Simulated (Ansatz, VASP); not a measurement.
**BN: VASP beside Ansatz**

```
CELL_PARAMETERS angstrom
2.45178 0.00000 0.00000
-1.22589 2.12331 0.00000
0.00000 0.00000 4.05778
ATOMIC_POSITIONS crystal
B 0.66667 0.33333 0.99972
B 0.33333 0.66667 0.49972
N 0.66667 0.33333 0.62528
N 0.33333 0.66667 0.12528
```

Change from the starting cell: strain -0.040 along x and y, -0.040 along z, atoms carried along.

Alike in both runs: task single point; functional PBE; k mesh 12 × 12 × 6; occupations gaussian, width 0.05 eV; no spin polarisation.

```csv
,VASP,Ansatz
version,VASP 6.6.1,Ansatz 0.2.0
potentials or method,"VASP PAW PBE potentials, release 64 (B, N), cutoff 520 eV","scalar-relativistic, plane waves, PAW"
valence electrons in the cell,16,16
```

|  | VASP | Ansatz | Ansatz less VASP |
| --- | --- | --- | --- |
| gap on the k mesh at the Fermi level (eV) | 4.97 | 4.99 | +0.022 |
| least direct gap on the mesh (eV) | 8.81 | 8.82 | +0.012 |
| pressure (GPa) | 57.5 | 56.9 | -0.65 |
| traceless stress, the component that is largest in VASP (GPa) | -0.08 | -0.08 | +0.004 |
| rms of the force components (eV/Å) | 0.052 | 0.051 | -0.0010 |

Atom by atom the forces differ by 0.001 eV/Å (rms over components). Both programs put the cell under a high pressure, so it lies far from rest at this level.
